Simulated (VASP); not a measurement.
# Ti (P6_3/mmc) in VASP: further runs, part 2 of 2

VASP 6.6.1. The steps go on from the part before.

### Step 3. Electric field gradients, PBEsol (volume scaled by 0.99)

The input, INCAR:

```
ALGO = Normal
EDIFF = 1E-8
ENCUT = 520
GGA = PS
ISIF = 2
ISMEAR = -1
LASPH = T
LCHARG = F
LEFG = T
LREAL = F
LWAVE = F
NBANDS = 19
NELM = 80
PREC = Accurate
SIGMA = 0.08
```

The input, KPOINTS:

```
k-points
0
Gamma
  13 13 7
```

The input, POSCAR:

```
Ti
1.0
    2.9401315731      0.0000000000      0.0000000000
   -1.4700657866      2.5462286328      0.0000000000
    0.0000000000      0.0000000000      4.6703276421
Ti
2
Direct
    0.3333333333      0.6666666667      0.2500000000
    0.6666666667      0.3333333333      0.7500000000
```

Potentials or basis: VASP PAW PBE potentials, release 64 (Ti_sv).

Command:

```console
$ cat potpaw_PBE.64/Ti_sv/POTCAR > POTCAR
$ mpirun -np 1 vasp_std > vasp.out
```

OUTCAR:

```text
EDIFF = 1E-8
   ENCUT = 520
   GGA = PS
   ISIF = 2
   ISMEAR = -1
   LASPH = T
   LREAL = F
   NELM = 80
   PREC = Accurate

 ion  position               nearest neighbor table
   1  0.333  0.667  0.250-   2 2.89   2 2.89   2 2.89   2 2.89   2 2.89   2 2.89
   2  0.667  0.333  0.750-   1 2.89   1 2.89   1 2.89   1 2.89   1 2.89   1 2.89

  LATTYP: Found a hexagonal cell.
 ALAT       =     2.9401315731
 C/A-ratio  =     1.5884757284

  Lattice vectors:

 A1 = (   2.9401315731,   0.0000000000,   0.0000000000)
 A2 = (  -1.4700657866,   2.5462286328,   0.0000000000)
 A3 = (   0.0000000000,   0.0000000000,   4.6703276421)

Analysis of symmetry for initial positions (statically):
=====================================================================
 Subroutine PRICEL returns:
 Original cell was already a primitive cell.

 Routine SETGRP: Setting up the symmetry group for a
 hexagonal supercell.

 Subroutine GETGRP returns: Found 24 space group operations
 (whereof 12 operations were pure point group operations)
 out of a pool of 24 trial point group operations.

The static configuration has the point symmetry D_3d.
 The point group associated with its full space group is D_6h.

Analysis of symmetry for dynamics (positions and initial velocities):
=====================================================================
 Subroutine PRICEL returns:
 Original cell was already a primitive cell.

 Routine SETGRP: Setting up the symmetry group for a
 hexagonal supercell.

 Subroutine GETGRP returns: Found 24 space group operations
 (whereof 12 operations were pure point group operations)
 out of a pool of 24 trial point group operations.
[... 158 lines left out ...]
  band No.  band energies     occupation
      1     -48.4937      2.00000
      2     -48.3591      2.00000
      3     -25.1744      2.00000
      4     -24.5394      2.00000
      5     -24.5394      2.00000
      6     -24.4744      2.00000
[... 505 lines left out ...]
      6     -24.5664      2.00000
[... 11 lines left out ...]
     18       9.9167      0.00000
     19      11.4102      0.00000

 [... further k-points ...]

------------------------ aborting loop because EDIFF is reached ----------------------------------------

  FORCE on cell =-STRESS in cart. coord.  units (eV):
  Direction    XX          YY          ZZ          XY          YZ          ZX
  --------------------------------------------------------------------------------------
  -------------------------------------------------------------------------------------
  Total       -1.0645191     -1.0645191     -1.1652125      0.0000000      0.0000000      0.0000000
  in kB      -48.7812041    -48.7812041    -53.3954445      0.0000000      0.0000000      0.0000000
  external PRESSURE =     -50.3192842 kB  Pullay stress =       0.0000000 kB

 VOLUME and BASIS-vectors are now :
 -----------------------------------------------------------------------------
  energy-cutoff  :      520.00
  volume of cell :       34.96
      direct lattice vectors                 reciprocal lattice vectors
     2.940131573  0.000000000  0.000000000     0.340120833  0.196368855  0.000000000
    -1.470065787  2.546228633  0.000000000     0.000000000  0.392737709  0.000000000
     0.000000000  0.000000000  4.670327642     0.000000000  0.000000000  0.214117740

 POSITION                                       TOTAL-FORCE (eV/Angst)
 -----------------------------------------------------------------------------------
     -0.00000      1.69749      1.16758         0.000000     -0.000000      0.000000
      1.47007      0.84874      3.50275        -0.000000      0.000000      0.000000
 -----------------------------------------------------------------------------------
    total drift:                               -0.000000      0.000000     -0.000000

  FREE ENERGIE OF THE ION-ELECTRON SYSTEM (eV)
  ---------------------------------------------------
  free  energy   TOTEN  =       -16.6754437813 eV

  energy  without entropy=      -16.6267333515  energy(sigma->0) =      -16.65108857

 Electric field gradients (V/A^2)
---------------------------------------------------------------------
 ion       V_xx      V_yy      V_zz      V_xy      V_xz      V_yz
---------------------------------------------------------------------
   1      -8.485    -8.485    16.970     0.000     0.000    -0.000
   2      -8.485    -8.485    16.970     0.000    -0.000     0.000
---------------------------------------------------------------------

 Electric field gradients after diagonalization (V/A^2)
 (convention: |V_zz| > |V_xx| > |V_yy|)
----------------------------------------------------------------------
 ion       V_xx      V_yy      V_zz     asymmetry (V_yy - V_xx)/ V_zz
----------------------------------------------------------------------
   1      -8.485    -8.485    16.970       0.000
   2      -8.485    -8.485    16.970       0.000
----------------------------------------------------------------------

           NMR quadrupolar parameters

 Cq : quadrupolar parameter    Cq=e*Q*V_zz/h
 eta: asymmetry parameters     (V_yy - V_xx)/ V_zz
 Q  : nuclear electric quadrupole moment in mb (millibarn)
----------------------------------------------------------------------
 ion       Cq(MHz)       eta       Q (mb)
----------------------------------------------------------------------
   1       0.041       0.000       1.000
   2       0.041       0.000       1.000
----------------------------------------------------------------------
```

OSZICAR:

```text
N       E                     dE             d eps       ncg     rms          rms(c)
DAV:   1     0.261830113067E+03    0.26183E+03   -0.13119E+04  3200   0.158E+03
DAV:   2     0.113547350823E+02   -0.25048E+03   -0.24651E+03  3291   0.440E+02
DAV:   3    -0.177626309681E+02   -0.29117E+02   -0.28772E+02  5908   0.124E+02
DAV:   4    -0.190002184130E+02   -0.12376E+01   -0.12359E+01  3752   0.265E+01
DAV:   5    -0.190588028602E+02   -0.58584E-01   -0.58578E-01  4734   0.414E+00    0.123E+01
DAV:   6    -0.166874314409E+02    0.23714E+01   -0.85001E+00  3722   0.291E+01    0.291E+00
DAV:   7    -0.166601914434E+02    0.27240E-01   -0.78879E-01  4831   0.627E+00    0.208E+00
DAV:   8    -0.166827607172E+02   -0.22569E-01   -0.20274E-01  3495   0.528E+00    0.684E-01
DAV:   9    -0.166749414393E+02    0.78193E-02   -0.46047E-02  3678   0.213E+00    0.730E-02
DAV:  10    -0.166753912829E+02   -0.44984E-03   -0.32178E-03  4689   0.329E-01    0.887E-02
DAV:  11    -0.166754516876E+02   -0.60405E-04   -0.14631E-04  3674   0.815E-02    0.390E-02
DAV:  12    -0.166754437876E+02    0.78999E-05   -0.31627E-05  3656   0.491E-02    0.865E-03
DAV:  13    -0.166754437738E+02    0.13872E-07   -0.22955E-06  3676   0.136E-02    0.139E-03
DAV:  14    -0.166754437773E+02   -0.35116E-08   -0.17867E-07  4139   0.252E-03    0.849E-04
DAV:  15    -0.166754437813E+02   -0.40309E-08   -0.49879E-08  3341   0.161E-03
   1 F= -.16675444E+02 E0= -.16651089E+02  d E =-.487104E-01
```

It took 28 s on 1 thread of Intel Xeon 6975P-C (Granite Rapids), shared host; peak memory 0.18 GiB.

Results:

| Item | Value |
| --- | --- |
| Free energy | -16.6754 eV |
| Pressure | -5.0 GPa |
| Band gap on the k mesh | zero (band 12 reaches 8.91 eV, above the bottom of band 13 at 7.81 eV) |

Electric field gradients, principal values (V/Å²):
```tsv
atom	least	middle	greatest (by size)
1 Ti	-8.485	-8.485	16.970
2 Ti	-8.485	-8.485	16.970
```

Caveat: without QUAD_EFG the Cq values of the log hold for a quadrupole moment of 1 mb, not for the nuclei; the PAW data sets were made with another functional, which shifts forces and pressure a little.
